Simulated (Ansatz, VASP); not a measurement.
# As2C3N2 in VASP and in Ansatz

```
As C N
1.0
     4.59500   -3.45000    0.00000
     4.59500    3.45000    0.00000
    -1.73257    0.00000    8.75012
As C N
4 6 4
Direct
  0.25583 0.27211 0.23616
  0.72789 0.74417 0.76384
  0.71043 0.57070 0.40383
  0.42930 0.28957 0.59617
  0.95818 0.40713 0.32364
  0.59287 0.04182 0.67636
  0.21815 0.93844 0.21658
  0.06156 0.78185 0.78342
  0.10964 0.30518 0.02641
  0.69482 0.89036 0.97359
  0.03158 0.33984 0.90123
  0.66016 0.96842 0.09877
  0.22087 0.73528 0.21556
  0.26472 0.77913 0.78444
```

Alike in both runs: functional PBE; k mesh 5 × 5 × 3; occupations fermi-dirac, width 0.02 eV; no spin polarisation.

Ansatz relaxed the structure, and its values are those at the end. VASP's run is a single point on that final structure, the one shown.

|  | VASP | Ansatz |
| --- | --- | --- |
| version | VASP 6.6.1 | Ansatz 0.2.0 |
| potentials or method | VASP PAW PBE potentials, release 64 (As, C, N) | plane-wave PAW, scalar-relativistic |
| plane-wave cutoff (eV) | 520 | 420 |
| valence electrons in the cell | 64 | 104 |

VASP gave:

| Property | Result |
| --- | --- |
| gap on the k mesh at the Fermi level (eV) | 2.37 |
| pressure (GPa) | 3.5 |
| rms of the force components (eV/Å) | 0.204 |

**Question.** Estimate Ansatz's values.

**Answer.** gap on the k mesh at the Fermi level (eV): 2.37; pressure (GPa): 2.8; rms of the force components (eV/Å): 0.009.

One of these differences is far larger than is usual between the two programs; its cause wasn't traced. With one functional, cell and mesh, what is left measures potentials, basis and numerics. VASP's potentials hold 64 valence electrons a cell and Ansatz's 104, so a difference there can come from the potentials and not from the codes. Ansatz's warnings: stress scf threshold loose.

Noted on VASP's run: the standard files for N, O and F lose accuracy on very short bonds.
